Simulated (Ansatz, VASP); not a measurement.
**One calculation of LiTlS3, two programs**

File POSCAR:

```
LiTlS3
1.0
    5.8243810000      3.6715460000      0.0000000000
    5.8243810000     -3.6715460000      0.0000000000
    3.9778560000      0.0000000000     -5.5620120000
Li Tl S
2 2 6
Direct
    0.2407000000      0.7593000000      0.0000000000
    0.7593000000      0.2407000000      0.0000000000
    0.1539000000      0.1539000000      0.4194000000
    0.8461000000      0.8461000000      0.5806000000
    0.7788000000      0.2212000000      0.5000000000
    0.2212000000      0.7788000000      0.5000000000
    0.1978000000      0.1978000000      0.6739000000
    0.8022000000      0.8022000000      0.3261000000
    0.3192000000      0.3192000000      0.0615000000
    0.6808000000      0.6808000000      0.9385000000
```

The input INCAR.step1:

```
SYSTEM = LiTlS3
PREC = Accurate
ENCUT = 520
EDIFF = 1E-5
ISMEAR = -1
SIGMA = 0.1
LREAL = .False.
LASPH = .True.
NELM = 80
ALGO = Normal
ISIF = 2
LWAVE = .True.
LCHARG = .False.
NBANDS = 45
GGA = PE
```

The input INCAR.step2:

```
SYSTEM = LiTlS3
PREC = Accurate
ENCUT = 520
EDIFF = 1E-6
ISMEAR = -1
SIGMA = 0.1
LREAL = .False.
LASPH = .True.
NELM = 80
ALGO = Normal
ISIF = 2
LWAVE = .False.
LCHARG = .False.
GGA = PE
LHFCALC = .True.
HFSCREEN = 0.2079
PRECFOCK = Fast
NBANDS = 45
ISTART = 1
```

The input KPOINTS:

```
Automatic mesh
0
Gamma
  2 2 2
  0 0 0
```

Input for Ansatz:

```yaml
crystal:
  lattice:
    - [5.824381, 3.671546, 0.0]
    - [5.824381, -3.671546, 0.0]
    - [3.977856, 0.0, -5.562012]
  atoms:
    - { symbol: Li, position: [0.2407, 0.7593, 0.0] }
    - { symbol: Li, position: [0.7593, 0.2407, 0.0] }
    - { symbol: Tl, position: [0.1539, 0.1539, 0.4194] }
    - { symbol: Tl, position: [0.8461, 0.8461, 0.5806] }
    - { symbol: S, position: [0.7788, 0.2212, 0.5] }
    - { symbol: S, position: [0.2212, 0.7788, 0.5] }
    - { symbol: S, position: [0.1978, 0.1978, 0.6739] }
    - { symbol: S, position: [0.8022, 0.8022, 0.3261] }
    - { symbol: S, position: [0.3192, 0.3192, 0.0615] }
    - { symbol: S, position: [0.6808, 0.6808, 0.9385] }
  symmetry: { tolerance: 0.0003 }
kpoints:
  mp_grid: { grid: [2, 2, 2], shift: [0, 0, 0] }
magnetization:
  spin_polarized: false
scf:
  occupations: { method: fermi_dirac }
hamiltonian:
  pseudopotentials: { kind: paw }
  xc: hse06
basis:
  ecutwfc: 420
  fft_grid_basis: typed
output:
  forces: true
  stress: true
  eigenvalues: true
  bader: true
  populations: true
  elf: true
  write_potential: true
  volumetric_format: npy
  dos:
    e_range: [-12, 8]
    de: 0.05
    projected: { site_lists: { Li: [Li], S: [S], Tl: [Tl] } }
    method: { smearing: { sigma: 0.1, scheme: gaussian } }
```

Alike in both runs: task single point; functional HSE06; k mesh 2 × 2 × 2; no spin polarisation.

|  | VASP | Ansatz |
| --- | --- | --- |
| version | VASP 6.6.1 | Ansatz 0.2.0 |
| potentials or method | VASP PAW PBE potentials, release 64 (Li_sv, Tl_d, S), cutoff 520 eV | PAW plane waves |
| occupations | fermi-dirac, width 0.1 eV | fermi-dirac |
| valence electrons in the cell | 68 | 68 |

Ansatz gave:

| Property | Result |
| --- | --- |
| rms of the force components (eV/Å) | 3.736 |

Task: Estimate VASP's values.

Result: rms of the force components (eV/Å): 3.673.

Atom by atom the forces differ by 0.070 eV/Å (rms over components). Ansatz's warnings: filled band counts differ across k points, stress exchange threshold loose, stress scf threshold loose.

The k mesh is coarse, so the values compare programs but aren't converged. Neither program's run includes spin-orbit coupling. Noted on VASP's run: the cutoff is short for stress, so the pressure is rough.
